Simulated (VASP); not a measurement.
# NbC4 (Pm-3m) in VASP: further runs

NbC4 is run at these levels: PBE; tasks: single point, relaxation of cell and atoms.

Program: VASP 6.6.1. These are calculated values, not measurements. Logs are shortened: lines on timing, memory, paths and dates and some standing lists are left out, and cuts for length are marked.

## Step 1: The cell of the first run

The structure is cubic, space group Pm-3m (No. 221). The conventional cell has a = 4.158 Å, b = 4.158 Å, c = 4.158 Å, α = 90.00°, β = 90.00°, γ = 90.00°. Within 2.8 Å of Nb (site symmetry m-3m) lie 6 C at 2.08 Å. Within 2.8 Å of C (site symmetry 4/mmm) lie 2 Nb at 2.08 Å. C (site symmetry m-3m) has 12 C at 2.94 Å and 8 Nb at 3.60 Å within 3.9 Å.

## Step 2: Single point, PBE

The input, INCAR:

```
PREC     = Accurate       # precision mode
ENCUT    = 520            # plane-wave cutoff, eV
EDIFF    = 1E-7           # SCF threshold, eV
ISMEAR   = 0              # smearing method
SIGMA    = 0.1            # smearing width, eV
LREAL    = F              # projectors in reciprocal space
LASPH    = T              # aspherical terms in the spheres
NELM     = 80             # most SCF steps
ALGO     = Normal         # electronic algorithm
ISIF     = 2              # what is computed and relaxed
LWAVE    = F              # write WAVECAR
LCHARG   = T              # write CHGCAR
GGA      = PE             # functional
LELF     = T              # ELF
LVHAR    = T            
NBANDS   = 22             # bands
```

The input, KPOINTS:

```
regular mesh
0
Gamma
  4 4 4
```

The input, POSCAR:

```
NbC4
1.0
    4.1582491300      0.0000000000      0.0000000000
    0.0000000000      4.1582491300      0.0000000000
    0.0000000000      0.0000000000      4.1582491300
Nb C
1 4
Direct
    0.5000000000      0.5000000000      0.5000000000
    0.0000000000      0.5000000000      0.5000000000
    0.5000000000      0.0000000000      0.5000000000
    0.5000000000      0.5000000000      0.0000000000
    0.0000000000      0.0000000000      0.0000000000
```

Potentials or basis: VASP PAW PBE potentials, release 64 (Nb_sv, C).

On the command line:

```
$ cat potpaw_PBE.64/Nb_sv/POTCAR potpaw_PBE.64/C/POTCAR > POTCAR
$ mpirun -np 1 vasp_std > vasp.out
```

OUTCAR:

```text
PREC = Accurate
   ENCUT = 520
   EDIFF = 1E-7
   ISMEAR = 0
   LREAL = F
   LASPH = T
   NELM = 80
   ISIF = 2
   GGA = PE

 ion  position               nearest neighbor table
   1  0.500  0.500  0.500-   2 2.08   3 2.08   4 2.08   4 2.08   3 2.08   2 2.08
   2  0.000  0.500  0.500-   1 2.08   1 2.08
   3  0.500  0.000  0.500-   1 2.08   1 2.08
   4  0.500  0.500  0.000-   1 2.08   1 2.08
   5  0.000  0.000  0.000-

  LATTYP: Found a simple cubic cell.
 ALAT       =     4.1582491300

  Lattice vectors:

 A1 = (   4.1582491300,   0.0000000000,   0.0000000000)
 A2 = (   0.0000000000,   4.1582491300,   0.0000000000)
 A3 = (   0.0000000000,   0.0000000000,   4.1582491300)

Analysis of symmetry for initial positions (statically):
=====================================================================
 Subroutine PRICEL returns:
 Original cell was already a primitive cell.

 Routine SETGRP: Setting up the symmetry group for a
 simple cubic supercell.

 Subroutine GETGRP returns: Found 48 space group operations
 (whereof 48 operations were pure point group operations)
 out of a pool of 48 trial point group operations.

The static configuration has the point symmetry O_h .

Analysis of symmetry for dynamics (positions and initial velocities):
=====================================================================
 Subroutine PRICEL returns:
 Original cell was already a primitive cell.

 Routine SETGRP: Setting up the symmetry group for a
 simple cubic supercell.

 Subroutine GETGRP returns: Found 48 space group operations
 (whereof 48 operations were pure point group operations)
 out of a pool of 48 trial point group operations.

The dynamic configuration has the point symmetry O_h .

 Subroutine INISYM returns: Found 48 space group operations
 (whereof 48 operations are pure point group operations),
 and found     1 'primitive' translations

----------------------------------------------------------------------------------------

                                     Primitive cell

  volume of cell :      71.9004

  direct lattice vectors                    reciprocal lattice vectors
     4.158249130  0.000000000  0.000000000     0.240485832  0.000000000  0.000000000
     0.000000000  4.158249130  0.000000000     0.000000000  0.240485832  0.000000000
     0.000000000  0.000000000  4.158249130     0.000000000  0.000000000  0.240485832

  length of vectors
     4.158249130  4.158249130  4.158249130     0.240485832  0.240485832  0.240485832

  position of ions in fractional coordinates (direct lattice)
     0.500000000  0.500000000  0.500000000
     0.000000000  0.500000000  0.500000000
     0.500000000  0.000000000  0.500000000
     0.500000000  0.500000000  0.000000000
     0.000000000  0.000000000  0.000000000

  ion indices of the primitive-cell ions
   primitive index   ion index
                 1           1
                 2           2
                 3           3
                 4           4
                 5           5

----------------------------------------------------------------------------------------

 KPOINTS: regular mesh

Automatic generation of k-mesh.
 Grid dimensions read from file:
 generate k-points for:    4    4    4

 Generating k-lattice:

  Cartesian coordinates                     Fractional coordinates (reciprocal lattice)
     0.060121458  0.000000000  0.000000000     0.250000000  0.000000000  0.000000000
     0.000000000  0.060121458  0.000000000     0.000000000  0.250000000  0.000000000
     0.000000000  0.000000000  0.060121458     0.000000000  0.000000000  0.250000000

  Length of vectors
     0.060121458  0.060121458  0.060121458

  Shift w.r.t. Gamma in fractional coordinates (k-lattice)
     0.000000000  0.000000000  0.000000000

 Subroutine IBZKPT returns following result:
 ===========================================

 Found     10 irreducible k-points:

 Following reciprocal coordinates:
            Coordinates               Weight
  0.000000  0.000000  0.000000      1.000000
  0.250000  0.000000  0.000000      6.000000
  0.500000  0.000000  0.000000      3.000000
  0.250000  0.250000  0.000000     12.000000
  0.500000  0.250000  0.000000     12.000000
  0.500000  0.500000  0.000000      3.000000
  0.250000  0.250000  0.250000      8.000000
  0.500000  0.250000  0.250000     12.000000
  0.500000  0.500000  0.250000      6.000000
  0.500000  0.500000  0.500000      1.000000
   k-points           NKPTS =     10   k-points in BZ     NKDIM =     10   number of bands    NBANDS=     22
   number of dos      NEDOS =    301   number of ions     NIONS =      5
   total plane-waves  NPLWV =  32768
   dimension x,y,z NGX =    32 NGY =   32 NGZ =   32
   dimension x,y,z NGXF=    64 NGYF=   64 NGZF=   64
   ions per type =               1   4
   NGX,Y,Z   is equivalent  to a cutoff of  12.79, 12.79, 12.79 a.u.
   NGXF,Y,Z  is equivalent  to a cutoff of  25.59, 25.59, 25.59 a.u.
 SYSTEM =  unknown system
   PREC   = accura    normal or accurate (medium, high low for compatibility)
   ISTART =      0    job   : 0-new  1-cont  2-samecut
   ICHARG =      2    charge: 1-file 2-atom 10-const
   ISPIN  =      1    spin polarized calculation?
   LNONCOLLINEAR =      F non collinear calculations
   LSORBIT =      F    spin-orbit coupling
   LASPH  =      T    aspherical Exc in radial PAW
   ENCUT  =  520.0 eV  38.22 Ry    6.18 a.u.   7.73  7.73  7.73*2*pi/ulx,y,z
   NELM   =     80;   NELMIN=  2; NELMDL= -5     # of ELM steps
   EDIFF  = 0.1E-06   stopping-criterion for ELM
   LREAL  =      F    real-space projection
   EDIFFG = 0.1E-05   stopping-criterion for IOM
   NSW    =      0    number of steps for IOM
   IBRION =     -1    ionic relax: 0-MD 1-quasi-New 2-CG
   NFREE  =      0    steps in history (QN), initial steepest desc. (CG)
   ISIF   =      2    stress and relaxation
   ISYM   =      2    0-nonsym 1-usesym 2-fastsym
   POTIM  = 0.5000    time-step for ionic-motion
   TEBEG  =    0.0;   TEEND  =   0.0 temperature during run
   PSTRESS=    0.0 pullay stress
   NELECT =      29.0000    total number of electrons
   NUPDOWN=      -1.0000    fix difference up-down
   EMIN   =  10.00;   EMAX   =-10.00  energy-range for DOS
   EFERMI =   0.00;   METHOD = LEGACY
   ISMEAR =     0;   SIGMA  =   0.10  broadening in eV -4-tet -1-fermi 0-gaus
   EFERMI_NEDOS =   21; number of points for ismear=-14 and -15
   IALGO  =     38    algorithm
   IMIX   =      4    mixing-type and parameters
     AMIX     =   0.40;   BMIX     =  1.00
     AMIX_MAG =   1.60;   BMIX_MAG =  1.00
  volume/ion in A,a.u.               =      14.38        97.04
  Fermi-wavevector in a.u.,A,eV,Ry     =   1.209568  2.285752 19.906072  1.463055
  Thomas-Fermi vector in A             =   2.345142
   LORBIT       =      0    0 simple, 1 ext, 2 COOP (PROOUT), +10 PAW based schemes
   GGA     = PE    functional components
   LHFCALC =     F    Hartree Fock is set to
   AEXX    =    0.0000 exact exchange contribution
   IVDW    =     0    specifies the selected vdW correction
   LEPSILON=     F    determine dielectric tensor
   LRPA    =     F    only Hartree local field effects (RPA)
 non-spin polarized calculation
 Gauss-broadening in eV      SIGMA  =   0.10
  energy-cutoff  :      520.00
  volume of cell :       71.90
 maximum number of plane-waves:      1956
 NGX is ok and might be reduce to    32
   NGX = 15   NGY = 15   NGZ = 15

 number of electron      29.0000001 magnetization

 Free energy of the ion-electron system (eV)
  ---------------------------------------------------
  ext. energy  EPLUGINS =         0.00000000
  ---------------------------------------------------
  free energy    TOTEN  =       -30.47881544 eV

  energy without entropy =      -30.46697834  energy(sigma->0) =      -30.47289689

 E-fermi :   3.6016     XC(G=0): -10.1769

 val. band max:        3.5735172556   @ k =   0.2500   0.2500   0.2500
 cond. band min:       3.6868151727   @ k =   0.5000   0.0000   0.0000
 fundamental gap:      0.1132979171
 Fermi energy:         3.6016254584

 k-point     1 :       0.0000    0.0000    0.0000
  band No.  band energies     occupation
      1     -50.7354      2.00000
      2     -26.9648      2.00000
      3     -26.9648      2.00000
      4     -26.9648      2.00000
      5      -8.1628      2.00000
      6      -5.8686      2.00000
[... 14 lines left out ...]
     21       5.9123      0.00000
     22       5.9123      0.00000

 k-point     2 :       0.2500    0.0000    0.0000
  band No.  band energies     occupation
      1     -50.7353      2.00000
      2     -26.9806      2.00000
      3     -26.9632      2.00000
      4     -26.9632      2.00000
      5      -7.7402      2.00000
      6      -5.8321      2.00000
[... 14 lines left out ...]
     21       5.2497      0.00000
     22       7.1237      0.00000

 k-point     3 :       0.5000    0.0000    0.0000
  band No.  band energies     occupation
      1     -50.7351      2.00000
      2     -26.9962      2.00000
      3     -26.9614      2.00000
      4     -26.9614      2.00000
      5      -7.0168      2.00000
      6      -6.2767      2.00000
[... 14 lines left out ...]
     21       4.9409      0.00000
     22       8.5619      0.00000
[... 126 lines left out ...]
 k-point     9 :       0.5000    0.5000    0.2500
  band No.  band energies     occupation
      1     -50.7346      2.00000
      2     -26.9904      2.00000
      3     -26.9904      2.00000
      4     -26.9733      2.00000
      5      -5.6500      2.00000
      6      -5.2798      2.00000
[... 14 lines left out ...]
     21       8.9575      0.00000
     22       8.9575      0.00000

 k-point    10 :       0.5000    0.5000    0.5000
  band No.  band energies     occupation
      1     -50.7344      2.00000
      2     -26.9885      2.00000
      3     -26.9885      2.00000
      4     -26.9885      2.00000
      5      -5.0894      2.00000
      6      -4.6550      2.00000
[... 14 lines left out ...]
     21       9.5820      0.00000
     22       9.5820      0.00000

------------------------ aborting loop because EDIFF is reached ----------------------------------------

  FORCE on cell =-STRESS in cart. coord.  units (eV):
  Direction    XX          YY          ZZ          XY          YZ          ZX
  --------------------------------------------------------------------------------------
  -------------------------------------------------------------------------------------
  Total       -0.1435921     -0.1435921     -0.1435921     -0.0000000     -0.0000000     -0.0000000
  in kB       -3.1997026     -3.1997026     -3.1997026     -0.0000000     -0.0000000     -0.0000000
  external PRESSURE =      -3.1997026 kB  Pullay stress =       0.0000000 kB

 VOLUME and BASIS-vectors are now :
 -----------------------------------------------------------------------------
  energy-cutoff  :      520.00
  volume of cell :       71.90
      direct lattice vectors                 reciprocal lattice vectors
     4.158249130  0.000000000  0.000000000     0.240485832  0.000000000  0.000000000
     0.000000000  4.158249130  0.000000000     0.000000000  0.240485832  0.000000000
     0.000000000  0.000000000  4.158249130     0.000000000  0.000000000  0.240485832

 POSITION                                       TOTAL-FORCE (eV/Angst)
 -----------------------------------------------------------------------------------
      2.07912      2.07912      2.07912         0.000000      0.000000      0.000000
      0.00000      2.07912      2.07912         0.000000      0.000000      0.000000
      2.07912      0.00000      2.07912         0.000000      0.000000      0.000000
      2.07912      2.07912      0.00000         0.000000      0.000000      0.000000
      0.00000      0.00000      0.00000         0.000000      0.000000      0.000000
 -----------------------------------------------------------------------------------
    total drift:                                0.000000     -0.000000     -0.000000

  FREE ENERGIE OF THE ION-ELECTRON SYSTEM (eV)
  ---------------------------------------------------
  free  energy   TOTEN  =       -30.4788154447 eV

  energy  without entropy=      -30.4669783421  energy(sigma->0) =      -30.47289689
```

Run time: 8.4 s. Hardware: 1 thread of Intel Xeon 6975P-C (Granite Rapids), shared host; peak memory 0.17 GiB.

Results:

```yaml
Free_energy: -30.4788 eV
Pressure: -0.3 GPa
```

Caveat: the k points lie up to 0.38 Å⁻¹ apart.

## Step 3: Single point, PBE

This run uses another cell than the first one, of 14.52 Å³/atom, 1.009 times its volume.

The input, INCAR:

```
SYSTEM = NbC4
PREC = Accurate
ENCUT = 520
EDIFF = 1E-7
ISMEAR = 0
SIGMA = 0.1
LREAL = .False.
LASPH = .True.
NELM = 100
ALGO = Normal
ISIF = 2
LWAVE = .False.
LCHARG = .False.
GGA = PE
NBANDS = 22
```

The input, KPOINTS:

```
regular mesh
0
Gamma
  10 10 10
  0 0 0
```

POSCAR: that of step 2 with these lines changed.

```diff
@@ -2,5 +2,5 @@
 1.0
-    4.1582491300      0.0000000000      0.0000000000
-    0.0000000000      4.1582491300      0.0000000000
-    0.0000000000      0.0000000000      4.1582491300
+    4.1712991016      0.0000000000      0.0000000000
+    0.0000000000      4.1712991016      0.0000000000
+    0.0000000000      0.0000000000      4.1712991016
 Nb C
```

Potentials or basis: VASP PAW PBE potentials, release 64 (Nb_sv, C).

On the command line:

```
$ cat potpaw_PBE.64/Nb_sv/POTCAR potpaw_PBE.64/C/POTCAR > POTCAR
$ mpirun -np 1 vasp_std > vasp.out
```

Wall time 36 s (1 thread of Intel Xeon 6975P-C (Granite Rapids), shared host); peak memory 0.22 GiB.

The run converged. Its results:

```yaml
Free_energy: -30.2118 eV
Pressure: -0.2 GPa
```

Levels at points of the mesh, in eV from the Fermi level:
```
           k point  band 12  band 13  band 14  band 15  band 16  band 17
(0.00, 0.00, 0.00)     0.80     0.80     0.80     0.89     0.89     0.89
(0.50, 0.00, 0.00)    -0.77    -0.77     0.15     0.19     0.25     0.85
(0.50, 0.50, 0.00)    -1.85    -1.85    -1.45    -1.45    -0.07     0.40
(0.50, 0.50, 0.50)    -3.90    -3.90    -3.62     1.07     1.07     1.07
```

[end of part 1 of 2]
